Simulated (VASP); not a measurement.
Crystal: SnTe.

```xyz
2
Lattice="0.0000 3.1509 3.1509 3.1509 0.0000 3.1509 3.1509 3.1509 0.0000" Properties=species:S:1:pos:R:3 pbc="T T T"
Te    3.1509    3.1509    3.1509
Sn    0.0000    0.0000    0.0000
```

| Item | Value |
| --- | --- |
| Program | VASP 6.6.1 |
| Task | relaxation of cell and atoms |
| Functional | LDA |
| Potentials or basis | VASP PAW LDA potentials, release 64 (Te, Sn_d) |
| Cutoff | 600 eV |
| k mesh | 7 × 7 × 7 |
| Occupations | fermi-dirac, width 0.05 eV |
| Spin | no spin polarisation |

At the start: pressure -1.5 GPa; volume 31.28 Å³/atom.

Question: How do energy, volume and symmetry change on relaxing?

Answer: Over 3 steps the energy falls by 4.7 meV/atom and the volume is 30.30 Å³/atom (-3.1 %); space group Fm-3m (No. 225, to 0.05 Å).

Step by step:
```csv
step,energy change (eV),largest force (eV/Å),pressure (GPa),volume (Å³)
1,0.0000,0.0000,-1.52,62.56
2,-0.0082,0.0000,0.58,59.92
3,-0.0094,0.0000,0.00,60.61
```

Final structure:
```cif
data_structure
_symmetry_space_group_name_H-M 'P 1'
_symmetry_Int_Tables_number 1
_cell_length_a 4.4090
_cell_length_b 4.4090
_cell_length_c 4.4090
_cell_angle_alpha 60.000
_cell_angle_beta 60.000
_cell_angle_gamma 60.000
_cell_volume 60.61
loop_
_atom_site_label
_atom_site_type_symbol
_atom_site_fract_x
_atom_site_fract_y
_atom_site_fract_z
_atom_site_occupancy
Te1 Te 0.50000 0.50000 0.50000 1
Sn1 Sn 0.00000 0.00000 0.00000 1
```
